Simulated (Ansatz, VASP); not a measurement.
**Two plane-wave programs on CdF2**

The input INCAR:

```
ALGO = Normal
EDIFF = 1E-6
ENCUT = 520
GGA = PS
ISIF = 2
ISMEAR = 0
LASPH = True
LCHARG = False
LREAL = False
LWAVE = False
NBANDS = 20
NELM = 80
PREC = Accurate
SIGMA = 0.05
```

The input KPOINTS:

```
k-points
0
Gamma
  8 8 8
```

Contents of POSCAR:

```
CdF2
1.0
    0.0000000000      2.6912946425      2.8013685933
    2.6912946425      0.0000000000      2.8013685933
    2.6912946425      2.6912946425      0.0000000000
Cd F
1 2
Direct
    0.0000000000      0.0000000000      0.0000000000
    0.2500000000      0.2500000000      0.2500000000
    0.7500000000      0.7500000000      0.7500000000
```

Input for Ansatz:

```yaml
crystal:
  lattice:
    - [0.0, 2.6912946425, 2.8013685933]
    - [2.6912946425, 0.0, 2.8013685933]
    - [2.6912946425, 2.6912946425, 0.0]
  atoms:
    - { symbol: Cd, position: [0.0, 0.0, 0.0] }
    - { symbol: F, position: [0.25, 0.25, 0.25] }
    - { symbol: F, position: [0.75, 0.75, 0.75] }
basis:
  ecutwfc: 520.0
kpoints:
  mp_grid: { grid: [8, 8, 8] }
hamiltonian:
  xc: pbesol
scf:
  occupations: { method: gaussian, width: 0.05 }
output:
  forces: true
  stress: true
  eigenvalues: true
  write_density: true
  write_potential: true
  elf: true
  volumetric_format: npy
```

Alike in both runs: task single point; functional PBEsol; k mesh 8 × 8 × 8; occupations gaussian, width 0.05 eV; no spin polarisation.

|  | VASP | Ansatz |
| --- | --- | --- |
| version | VASP 6.6.1 | Ansatz 0.2.0 |
| potentials or method | VASP PAW PBE potentials, release 64 (Cd, F), cutoff 520 eV | scalar-relativistic, plane waves, PAW |
| valence electrons in the cell | 26 | 34 |

Ansatz gave:

```
gap on the k mesh at the Fermi level (eV)                     : 2.75
least direct gap on the mesh (eV)                             : 3.26
pressure (GPa)                                                : -3.9
traceless stress, the component that is largest in VASP (GPa) : -2.88
```

What did VASP give for the same quantities?

gap on the k mesh at the Fermi level (eV): 2.72; least direct gap on the mesh (eV): 3.23; pressure (GPa): -3.3; traceless stress, the component that is largest in VASP (GPa): -2.84.

VASP's potentials were made for PBE, not for PBEsol. VASP's potentials hold 26 valence electrons a cell and Ansatz's 34, so a difference there can come from the potentials and not from the codes.
